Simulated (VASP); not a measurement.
The system is LiF.

```xyz
2
Lattice="0.0000 1.9949 1.9949 2.0048 0.0000 1.9949 2.0048 1.9949 0.0000" Properties=species:S:1:pos:R:3 pbc="T T T"
Li    0.0000    0.0000    0.0000
F     2.0048    1.9949    1.9949
```

This cell differs from its parent crystal: uniaxial x strain +0.5%.

Program: VASP 6.6.1. Alike in all runs: task single point; potentials or basis VASP PAW PBE potentials, release 64 (Li_sv, F); no spin polarisation; cell as given; cutoff (eV) 520. Hardware: 1 thread of Intel(R) Xeon(R) 6975P-C (Granite Rapids) (shared host).

**Question.** Order these runs on this cell by their wall time, lowest first.
A. level PBE; k mesh 10 × 10 × 10; smearing fermi-dirac 0.02 eV
B. level PBE; k mesh 6 × 6 × 6; smearing gaussian 0.01 eV
C. level r2SCAN; k mesh 10 × 10 × 10; smearing gaussian 0.01 eV

**Answer.** B (3 s), A (7.3 s), C (27 s).

Caveats: some runs use coarse meshes.
